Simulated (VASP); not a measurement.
The system is YMg2O2.

```xyz
5
Lattice="3.9428 0.0000 0.0000 0.0000 3.9428 0.0000 0.0000 0.0000 5.3483" Properties=species:S:1:pos:R:3 pbc="T T T"
Y     0.0000    0.0000    0.0000
Mg    0.0000    1.9714    2.6741
Mg    1.9714    0.0000    2.6741
O     1.9714    1.9714    1.2836
O     1.9714    1.9714    4.0647
```

```yaml
Program: VASP 6.6.1
Task: relaxation of cell and atoms
Functional: PBE
Potentials_or_basis: VASP PAW PBE potentials, release 64 (Y_sv, Mg, O)
Cutoff: 600 eV
k_mesh: 4 × 4 × 4
Occupations: gaussian, width 0.1 eV
Spin: no spin polarisation
```

At the start: pressure -10.6 GPa; volume 16.63 Å³/atom.

Q: How do energy, volume and symmetry change on relaxing?

A: Over 6 steps the energy falls by 270.3 meV/atom and the volume is 13.66 Å³/atom (-17.9 %); space group P4/mmm (No. 123, to 0.05 Å).

Step by step:
```csv
step,energy change (eV),largest force (eV/Å),pressure (GPa),volume (Å³)
1,0.0000,1.0551,-10.60,83.14
2,-1.3159,0.2974,-2.45,70.22
3,-1.3497,0.1486,-0.13,68.37
4,-1.3499,0.1239,0.26,68.09
5,-1.3513,0.0515,0.22,68.20
6,-1.3517,0.0107,0.19,68.30
```

Final structure:
```cif
data_structure
_symmetry_space_group_name_H-M 'P 1'
_symmetry_Int_Tables_number 1
_cell_length_a 3.5172
_cell_length_b 3.5172
_cell_length_c 5.5213
_cell_angle_alpha 90.000
_cell_angle_beta 90.000
_cell_angle_gamma 90.000
_cell_volume 68.30
loop_
_atom_site_label
_atom_site_type_symbol
_atom_site_fract_x
_atom_site_fract_y
_atom_site_fract_z
_atom_site_occupancy
Y1 Y 0.00000 0.00000 0.00000 1
Mg1 Mg 0.00000 0.50000 0.50000 1
Mg2 Mg 0.50000 0.00000 0.50000 1
O1 O 0.50000 0.50000 0.25335 1
O2 O 0.50000 0.50000 0.74665 1
```

Caveat: the k points lie up to 0.45 Å⁻¹ apart in the final cell; the volume moved by over 15 % at a fixed basis, so the end points are rough; an odd number of electrons without spin polarisation forces a metal; a magnetic or distorted state may lie lower.
